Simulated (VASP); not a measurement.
A run of VASP 6.6.1 is set up as follows.

Contents of POSCAR:

```
Ca
1.0
    3.5674401340      0.0000000000      0.0000000000
    0.0000000000      3.5674401340      0.0000000000
    0.0000000000      0.0000000000      3.5674401340
Ca
1
Direct
    0.0000000000      0.0000000000      0.0000000000
```

Contents of INCAR.step1:

```
ALGO     = Normal         # electronic algorithm
EDIFF    = 1E-4           # SCF threshold, eV
ENCUT    = 600            # plane-wave cutoff, eV
GGA      = PE             # functional
ISMEAR   = 0              # smearing method
LASPH    = T              # aspherical terms in the spheres
LCHARG   = F              # write CHGCAR
LREAL    = F              # projectors in reciprocal space
LWAVE    = T              # write WAVECAR
NELM     = 100            # most SCF steps
PREC     = Accurate       # precision mode
SIGMA    = 0.1            # smearing width, eV
```

INCAR.step2

```
ALGO     = Normal         # electronic algorithm
EDIFF    = 1E-6           # SCF threshold, eV
EDIFFG   = -0.01          # ionic threshold
ENCUT    = 600            # plane-wave cutoff, eV
IBRION   = 2              # ionic algorithm
ISIF     = 3              # what is computed and relaxed
ISMEAR   = 0              # smearing method
ISTART   = 1            
LASPH    = T              # aspherical terms in the spheres
LCHARG   = F              # write CHGCAR
LMIXTAU  = T            
LREAL    = F              # projectors in reciprocal space
LWAVE    = F              # write WAVECAR
METAGGA  = R2SCAN         # meta-GGA
NELM     = 100            # most SCF steps
NSW      = 100            # ionic steps
PREC     = Accurate       # precision mode
SIGMA    = 0.1            # smearing width, eV
```

KPOINTS

```
k-points
0
Gamma
  16 16 16
```

Potentials or basis: VASP PAW PBE potentials, release 64 (Ca_sv).

Command:

```sh
$ cat potpaw_PBE.64/Ca_sv/POTCAR > POTCAR
$ cp INCAR.step1 INCAR
$ mpirun -np 1 vasp_std > vasp.out
$ cp INCAR.step2 INCAR
$ mpirun -np 1 vasp_std > vasp.out
```

**Question.** Estimate the relaxed volume.

**Answer.** 42.99 Å³/atom.

**Question.** Predict the relaxed cell.

**Answer.** a = 3.503 Å, b = 3.503 Å, c = 3.503 Å, α = 90.00°, β = 90.00°, γ = 90.00°.

**Question.** Estimate the band gap on the k mesh.

**Answer.** Zero (bands 5 and 6 overlap by 1.46 eV).

Step by step:
| step | energy change (eV) | largest force (eV/Å) | pressure (GPa) | volume (Å³) |
| --- | --- | --- | --- | --- |
| 1 | 0.0000 | 0.0000 | -0.55 | 45.40 |
| 2 | -0.0028 | 0.0000 | -0.35 | 44.38 |
| 3 | -0.0042 | 0.0000 | 0.05 | 42.78 |
| 4 | -0.0043 | 0.0000 | 0.00 | 42.99 |

Caveat: the PAW data sets were made with another functional, which shifts forces and pressure a little.
